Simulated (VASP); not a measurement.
# Sb (P2_1/m) in VASP: single point with PBEsol

Aim: the single point of Sb with PBEsol.

Everything below comes from runs of VASP 6.6.1. Logs are shortened: lines on timing, memory, paths and dates and some standing lists are left out, and cuts for length are marked.

## (1) The cell of the first run

It takes space group P2_1/m (No. 11, monoclinic). The conventional cell has a = 3.122 Å, b = 4.348 Å, c = 4.406 Å, α = 90.00°, β = 90.51°, γ = 90.00°. Sb (site symmetry m) has 6 Sb at 3.04 to 3.15 Å within 4.0 Å.

## (2) Single point, PBEsol

Contents of INCAR:

```
ALGO = Normal ; EDIFF = 1E-6
ENCUT = 520 ; GGA = PS
ISIF = 2 ; ISMEAR = -1
LASPH = True ; LCHARG = True
LELF = True ; LREAL = False
LVHAR = True ; LWAVE = False
NBANDS = 12 ; NELM = 60
PREC = Accurate ; SIGMA = 0.1
```

Contents of KPOINTS:

```
k-points
0
Gamma
  11 8 8
```

Contents of POSCAR:

```
Sb
1.0
    3.1224020000      0.0000000000      0.0000000000
    0.0000000000      4.3475180000      0.0000000000
   -0.0389150000      0.0000000000      4.4058520000
Sb
2
Direct
    0.9886110000      0.7500000000      0.7588340000
    0.0113890000      0.2500000000      0.2411660000
```

Potentials or basis: VASP PAW PBE potentials, release 64 (Sb).

The run is started by

```sh
> cat potpaw_PBE.64/Sb/POTCAR > POTCAR
> mpirun -np 1 vasp_std > vasp.out
```

OUTCAR:

```text
EDIFF = 1E-6
   ENCUT = 520
   GGA = PS
   ISIF = 2
   ISMEAR = -1
   LASPH = True
   LREAL = False
   NELM = 60
   PREC = Accurate

 ion  position               nearest neighbor table
   1  0.989  0.750  0.759-   2 3.04   2 3.04   2 3.15   2 3.15
   2  0.011  0.250  0.241-   1 3.04   1 3.04   1 3.15   1 3.15

  LATTYP: Found a simple monoclinic cell.
 ALAT       =     3.1224020000
 B/A-ratio  =     1.3923633152
 C/A-ratio  =     1.4111007668
 COS(beta)  =    -0.0088322263

  Lattice vectors:

 A1 = (   3.1224020000,   0.0000000000,   0.0000000000)
 A2 = (   0.0000000000,   4.3475180000,   0.0000000000)
 A3 = (  -0.0389150000,   0.0000000000,   4.4058520000)

Analysis of symmetry for initial positions (statically):
=====================================================================
 Subroutine PRICEL returns:
 Original cell was already a primitive cell.

 Routine SETGRP: Setting up the symmetry group for a
 simple monoclinic supercell.

 Subroutine GETGRP returns: Found  4 space group operations
 (whereof  2 operations were pure point group operations)
 out of a pool of  4 trial point group operations.

The static configuration has the point symmetry S_2 .
 The point group associated with its full space group is C_2h.

Analysis of symmetry for dynamics (positions and initial velocities):
=====================================================================
 Subroutine PRICEL returns:
 Original cell was already a primitive cell.

 Routine SETGRP: Setting up the symmetry group for a
 simple monoclinic supercell.

 Subroutine GETGRP returns: Found  4 space group operations
 (whereof  2 operations were pure point group operations)
 out of a pool of  4 trial point group operations.

The dynamic configuration has the point symmetry S_2 .
 The point group associated with its full space group is C_2h.

 Subroutine INISYM returns: Found  4 space group operations
 (whereof  2 operations are pure point group operations),
 and found     1 'primitive' translations

----------------------------------------------------------------------------------------

                                     Primitive cell

  volume of cell :      59.8081

  direct lattice vectors                    reciprocal lattice vectors
     3.122402000  0.000000000  0.000000000     0.320266257  0.000000000  0.002828774
     0.000000000  4.347518000  0.000000000     0.000000000  0.230016299  0.000000000
    -0.038915000  0.000000000  4.405852000     0.000000000  0.000000000  0.226970856

  length of vectors
     3.122402000  4.347518000  4.406023856     0.320278749  0.230016299  0.226970856

  position of ions in fractional coordinates (direct lattice)
     0.988611000  0.750000000  0.758834000
     0.011389000  0.250000000  0.241166000

  ion indices of the primitive-cell ions
   primitive index   ion index
                 1           1
                 2           2

----------------------------------------------------------------------------------------

 KPOINTS: k-points

Automatic generation of k-mesh.
 Grid dimensions read from file:
 generate k-points for:   11    8    8

 Generating k-lattice:

  Cartesian coordinates                     Fractional coordinates (reciprocal lattice)
     0.029115114  0.000000000  0.000257161     0.090909091  0.000000000  0.000000000
     0.000000000  0.028752037  0.000000000     0.000000000  0.125000000  0.000000000
     0.000000000  0.000000000  0.028371357     0.000000000  0.000000000  0.125000000

  Length of vectors
     0.029116250  0.028752037  0.028371357

  Shift w.r.t. Gamma in fractional coordinates (k-lattice)
     0.000000000  0.000000000  0.000000000

 Subroutine IBZKPT returns following result:
 ===========================================

 Found    225 irreducible k-points:

 Following reciprocal coordinates:
            Coordinates               Weight
  0.000000  0.000000  0.000000      1.000000
  0.090909  0.000000  0.000000      2.000000
  0.181818  0.000000 -0.000000      2.000000
  0.272727  0.000000 -0.000000      2.000000
  0.363636  0.000000 -0.000000      2.000000
  0.454545  0.000000  0.000000      2.000000
[... 16 lines left out ...]
  0.363636  0.375000 -0.000000      4.000000
  0.454545  0.375000  0.000000      4.000000
 [... further k-points ...]
   k-points           NKPTS =    225   k-points in BZ     NKDIM =    225   number of bands    NBANDS=     12
   number of dos      NEDOS =    301   number of ions     NIONS =      2
   total plane-waves  NPLWV =  27648
   dimension x,y,z NGX =    24 NGY =   32 NGZ =   36
   dimension x,y,z NGXF=    48 NGYF=   64 NGZF=   72
   ions per type =               2
   NGX,Y,Z   is equivalent  to a cutoff of  12.78, 12.24, 13.58 a.u.
   NGXF,Y,Z  is equivalent  to a cutoff of  25.56, 24.47, 27.17 a.u.
 SYSTEM =  unknown system
   PREC   = accura    normal or accurate (medium, high low for compatibility)
   ISTART =      0    job   : 0-new  1-cont  2-samecut
   ICHARG =      2    charge: 1-file 2-atom 10-const
   ISPIN  =      1    spin polarized calculation?
   LNONCOLLINEAR =      F non collinear calculations
   LSORBIT =      F    spin-orbit coupling
   LASPH  =      T    aspherical Exc in radial PAW
   ENCUT  =  520.0 eV  38.22 Ry    6.18 a.u.   5.81  8.08  8.19*2*pi/ulx,y,z
   NELM   =     60;   NELMIN=  2; NELMDL= -5     # of ELM steps
   EDIFF  = 0.1E-05   stopping-criterion for ELM
   LREAL  =      F    real-space projection
   EDIFFG = 0.1E-04   stopping-criterion for IOM
   NSW    =      0    number of steps for IOM
   IBRION =     -1    ionic relax: 0-MD 1-quasi-New 2-CG
   NFREE  =      0    steps in history (QN), initial steepest desc. (CG)
   ISIF   =      2    stress and relaxation
   ISYM   =      2    0-nonsym 1-usesym 2-fastsym
   POTIM  = 0.5000    time-step for ionic-motion
   TEBEG  =    0.0;   TEEND  =   0.0 temperature during run
   PSTRESS=    0.0 pullay stress
   NELECT =      10.0000    total number of electrons
   NUPDOWN=      -1.0000    fix difference up-down
   EMIN   =  10.00;   EMAX   =-10.00  energy-range for DOS
   EFERMI =   0.00;   METHOD = LEGACY
   ISMEAR =    -1;   SIGMA  =   0.10  broadening in eV -4-tet -1-fermi 0-gaus
   EFERMI_NEDOS =   21; number of points for ismear=-14 and -15
   IALGO  =     38    algorithm
   IMIX   =      4    mixing-type and parameters
     AMIX     =   0.40;   BMIX     =  1.00
     AMIX_MAG =   1.60;   BMIX_MAG =  1.00
  volume/ion in A,a.u.               =      29.90       201.80
  Fermi-wavevector in a.u.,A,eV,Ry     =   0.901893  1.704330 11.067117  0.813410
  Thomas-Fermi vector in A             =   2.025029
   LORBIT       =      0    0 simple, 1 ext, 2 COOP (PROOUT), +10 PAW based schemes
   GGA     = PS    functional components
   LHFCALC =     F    Hartree Fock is set to
   AEXX    =    0.0000 exact exchange contribution
   IVDW    =     0    specifies the selected vdW correction
   LEPSILON=     F    determine dielectric tensor
   LRPA    =     F    only Hartree local field effects (RPA)
 non-spin polarized calculation
  energy-cutoff  :      520.00
  volume of cell :       59.81
 maximum number of plane-waves:      1646
   NGX = 11   NGY = 17   NGZ = 17

 number of electron      10.0000000 magnetization

 number of electron       9.9999999 magnetization

 Free energy of the ion-electron system (eV)
  ---------------------------------------------------
  ext. energy  EPLUGINS =         0.00000000
  ---------------------------------------------------
  free energy    TOTEN  =        -9.04684642 eV

  energy without entropy =       -9.00688071  energy(sigma->0) =       -9.02686357

 E-fermi :   6.9228     XC(G=0):  -9.7407

 val. band max:        6.9145583459   @ k =   0.2727   0.1250   0.3750
 cond. band min:       6.9261096878   @ k =   0.1818   0.2500  -0.0000
 fundamental gap:      0.0115513419
 Fermi energy:         6.9228469831

 k-point     1 :       0.0000    0.0000    0.0000
  band No.  band energies     occupation
      1      -5.4330      2.00000
      2      -0.3603      2.00000
      3       3.3811      2.00000
      4       3.5128      2.00000
      5       9.0239      0.00000
      6      10.0503      0.00000
      7      10.2727      0.00000
      8      10.4023      0.00000
      9      13.6732      0.00000
     10      13.9712      0.00000
     11      14.2747      0.00000
     12      15.1159      0.00000

 k-point     2 :       0.0909    0.0000    0.0000
  band No.  band energies     occupation
      1      -5.3159      2.00000
      2      -0.2385      2.00000
      3       3.4902      2.00000
      4       3.6219      2.00000
      5       8.6905      0.00000
      6       9.1362      0.00000
      7      10.3870      0.00000
      8      10.5157      0.00000
      9      13.0360      0.00000
     10      14.0649      0.00000
     11      14.6442      0.00000
     12      15.9199      0.00000

 k-point     3 :       0.1818    0.0000   -0.0000
  band No.  band energies     occupation
      1      -4.9708      2.00000
      2       0.1250      2.00000
      3       3.8046      2.00000
      4       3.9361      2.00000
      5       6.4910      1.97370
      6       9.4699      0.00000
      7      10.7152      0.00000
      8      10.8337      0.00000
      9      10.9946      0.00000
     10      14.3433      0.00000
     11      15.1120      0.00000
     12      15.8580      0.00000
[... 286 lines left out ...]
 k-point    23 :       0.3636    0.3750   -0.0000
  band No.  band energies     occupation
      1      -2.7126      2.00000
      2      -0.9770      2.00000
      3       3.6323      2.00000
      4       5.1149      2.00000
      5       6.0891      1.99952
      6       6.8368      1.40555
      7       8.3078      0.00000
      8       8.8373      0.00000
      9      12.8731      0.00000
     10      13.6298      0.00000
     11      14.6154      0.00000
     12      14.7795      0.00000

 k-point    24 :       0.4545    0.3750    0.0000
  band No.  band energies     occupation
      1      -2.1418      2.00000
      2      -0.3794      2.00000
      3       2.5215      2.00000
      4       4.0185      2.00000
      5       6.4864      1.97487
      6       7.3079      0.04163
      7       8.7342      0.00000
      8       9.3888      0.00000
      9      11.9221      0.00000
     10      12.7902      0.00000
     11      13.6407      0.00000
     12      14.4943      0.00000

 [... further k-points ...]

------------------------ aborting loop because EDIFF is reached ----------------------------------------

  FORCE on cell =-STRESS in cart. coord.  units (eV):
  Direction    XX          YY          ZZ          XY          YZ          ZX
  --------------------------------------------------------------------------------------
  -------------------------------------------------------------------------------------
  Total       -0.9461249     -0.6158790     -0.7170222      0.0000000      0.0000000      0.0263975
  in kB      -25.3453876    -16.4985528    -19.2080413      0.0000000      0.0000000      0.7071517
  external PRESSURE =     -20.3506606 kB  Pullay stress =       0.0000000 kB

 VOLUME and BASIS-vectors are now :
 -----------------------------------------------------------------------------
  energy-cutoff  :      520.00
  volume of cell :       59.81
      direct lattice vectors                 reciprocal lattice vectors
     3.122402000  0.000000000  0.000000000     0.320266257  0.000000000  0.002828774
     0.000000000  4.347518000  0.000000000     0.000000000  0.230016299  0.000000000
    -0.038915000  0.000000000  4.405852000     0.000000000  0.000000000  0.226970856

 POSITION                                       TOTAL-FORCE (eV/Angst)
 -----------------------------------------------------------------------------------
      3.05731      3.26064      3.34331         0.033684     -0.000000     -0.100204
      0.02618      1.08688      1.06254        -0.033684      0.000000      0.100204
 -----------------------------------------------------------------------------------
    total drift:                               -0.000000      0.000000      0.000000

  FREE ENERGIE OF THE ION-ELECTRON SYSTEM (eV)
  ---------------------------------------------------
  free  energy   TOTEN  =        -9.0468464209 eV

  energy  without entropy=       -9.0068807092  energy(sigma->0) =       -9.02686357
```

Run time: 1.9 min. Hardware: 1 thread of Intel Xeon 8259CL, shared host; peak memory 0.27 GiB.

Results:

- Free energy: -9.0468 eV
- Pressure: -2.0 GPa
- Largest force: 0.106 eV/Å
- Band gap on the k mesh: zero (bands 5 and 6 overlap by 8.41 eV)

Forces in eV/Å, atoms in the order of the input:
```
Sb   0.034  0.000 -0.100
Sb  -0.034  0.000  0.100
```

Levels at points of the mesh, in eV from the Fermi level:
| k point | band 1 | band 2 | band 3 | band 4 | band 5 | band 6 | band 7 | band 8 | band 9 | band 10 |
| --- | --- | --- | --- | --- | --- | --- | --- | --- | --- | --- |
| (0.00, 0.00, 0.00) | -12.36 | -7.28 | -3.54 | -3.41 | 2.10 | 3.13 | 3.35 | 3.48 | 6.75 | 7.05 |
| (0.00, 0.50, 0.00) | -10.56 | -10.56 | -1.40 | -1.40 | -0.83 | -0.83 | 4.81 | 4.81 | 8.18 | 8.18 |
| (0.00, 0.00, 0.50) | -10.80 | -10.37 | -1.49 | -0.96 | -0.86 | -0.70 | 4.60 | 4.98 | 7.84 | 8.03 |
| (0.00, 0.50, 0.50) | -9.90 | -9.90 | -5.55 | -5.55 | 5.15 | 5.15 | 5.41 | 5.41 | 9.06 | 9.06 |

Caveat: the PAW data sets were made with another functional, which shifts forces and pressure a little; spin-orbit coupling is left out, which moves the levels of the heavy elements.
